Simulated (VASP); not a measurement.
A run of VASP 6.6.1 is set up as follows.

File INCAR:

```
SYSTEM = WSe2
PREC = Accurate
ENCUT = 520
EDIFF = 1E-6
ISMEAR = 0
SIGMA = 0.05
LREAL = .FALSE.
LASPH = .TRUE.
NELM = 100
ALGO = Normal
ISIF = 2
LWAVE = .FALSE.
LCHARG = .FALSE.
GGA = PE
NBANDS = 64
KPAR = 4
```

KPOINTS

```
regular mesh
0
G
  12 12 1
  0 0 0
```

The input POSCAR:

```
WSe2
1.0
    3.3206779314      0.0000000000      0.0000000000
   -1.6603389657      2.8757914463      0.0000000000
    0.0000000000      0.0000000000     38.7701078913
W Se
4 8
Direct
    0.6666666667      0.3333333333      0.9017078408
    0.6666666667      0.3333333333      0.2946354236
    0.3333333333      0.6666666667      0.7053645764
    0.3333333333      0.6666666667      0.0982921592
    0.2875456002      0.6437728001      0.9420226923
    0.2875456002      0.6437728001      0.3349453869
    0.6208789335      0.3104394668      0.7456801248
    0.6208789335      0.3104394668      0.1386070715
    0.2875456002      0.6437728001      0.8554467591
    0.2875456002      0.6437728001      0.2483737058
    0.6208789335      0.3104394668      0.6591084437
    0.6208789335      0.3104394668      0.0520311383
```

Potentials or basis: VASP PAW PBE potentials, release 64 (W_sv, Se).

Command:

```console
$ cat potpaw_PBE.64/W_sv/POTCAR potpaw_PBE.64/Se/POTCAR > POTCAR
$ mpirun -np 4 vasp_std > vasp.out
```

Predict the largest force.

4.129 eV/Å.

Estimate the band gap on the k mesh.

1.18 eV (least direct gap 1.26 eV).

Forces on the atoms (eV/Å):
```
W   -2.154 -1.244 -3.290
W   -2.156 -1.245 -3.294
W   -1.979 -1.143 -3.270
W   -1.978 -1.142 -3.267
Se   1.374  0.794  2.103
Se   1.376  0.794  2.106
Se   1.215  0.701  2.068
Se   1.215  0.701  2.068
Se   0.780  0.450  1.188
Se   0.780  0.450  1.188
Se   0.765  0.441  1.202
Se   0.764  0.441  1.199
```

Caveat: the cell differs from its parent crystal (all Se atoms moved +0.175 Å, as atom 5 towards its neighbour atom 1 (W) at 2.548 Å); spin-orbit coupling is left out, which moves the levels of the heavy elements.
